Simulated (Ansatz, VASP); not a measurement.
**One calculation of Bi2Te3, two programs**

```xyz
5
Lattice="4.3497 0.0000 0.0000 -2.1749 3.8423 0.0000 0.0000 0.0000 41.0302" Properties=species:S:1:pos:R:3 pbc="T T T"
Te    0.0000    0.0358   16.7661
Te    2.1749    1.2808   20.5151
Te    0.0000    2.5257   24.2641
Bi    0.0000    2.5823   18.4894
Bi    0.0000   -0.0208   22.5407
```

Change from the starting cell: strain along y +0.020, atoms relaxed.

Alike in both runs: functional PBE; dispersion D3(BJ); k mesh 6 × 6 × 1; occupations gaussian, width 0.02 eV; no spin polarisation.

Ansatz relaxed the structure, and its values are those at the end. VASP's run is a single point on that final structure, the one shown.

|  | VASP | Ansatz |
| --- | --- | --- |
| version | VASP 6.6.1 | Ansatz 0.2.0 |
| potentials or method | VASP PAW PBE potentials, release 64 (Te, Bi_d), cutoff 520 eV | scalar-relativistic, plane waves, PAW |
| valence electrons in the cell | 48 | 78 |

|  | VASP | Ansatz | Ansatz less VASP |
| --- | --- | --- | --- |
| gap on the k mesh at the Fermi level (eV) | 0.98 | 0.99 | +0.010 |
| least direct gap on the mesh (eV) | 1.23 | 1.24 | +0.010 |
| rms of the force components (eV/Å) | 0.005 | 0.001 | -0.0036 |

VASP's potentials hold 48 valence electrons a cell and Ansatz's 78, so a difference there can come from the potentials and not from the codes. Ansatz's warnings: stress scf threshold loose.

Neither program's run includes spin-orbit coupling.
